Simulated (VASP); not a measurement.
Input of a VASP 6.6.1 run:

INCAR

```
ALGO = Normal ; EDIFF = 1E-6
ENCUT = 600 ; GGA = RE
GGA_COMPAT = F ; ISIF = 2
ISMEAR = -5 ; IVDW = 12
LASPH = T ; LCHARG = F
LNONCOLLINEAR = T ; LORBIT = 11
LORBMOM = T ; LREAL = F
LSORBIT = T ; LWAVE = F
MAGMOM = 0 0 0 0 0 0 ; NBANDS = 28
NELM = 200 ; PREC = Accurate
SIGMA = 0.1
```

KPOINTS

```
k-points
0
Gamma
  9 9 9
```

File POSCAR:

```
SrO
1.0
    0.0000000000      2.5663000000      2.5663000000
    2.5663000000      0.0000000000      2.5663000000
    2.5663000000      2.5663000000      0.0000000000
Sr O
1 1
Direct
    0.5000000000      0.5000000000      0.5000000000
    0.0000000000      0.0000000000      0.0000000000
```

Potentials or basis: VASP PAW PBE potentials, release 64 (Sr_sv, O).

The run is started by

```bash
$ cat potpaw_PBE.64/Sr_sv/POTCAR potpaw_PBE.64/O/POTCAR > POTCAR
$ mpirun -np 1 vasp_ncl > vasp.out
```

Problem. What does it give for the pressure?

Solution. 1.7 GPa.

Problem. What does it give for the dispersion energy per atom?

Solution. -0.444 eV.

Problem. Estimate the net moment.

Solution. 0.00 μB per cell.

Moments on the atoms (μB; x, y, z):
```
Sr  0.00 0.00 0.00
O   0.00 0.00 0.00
```

Caveat: the PAW data sets were made with another functional, which shifts forces and pressure a little.
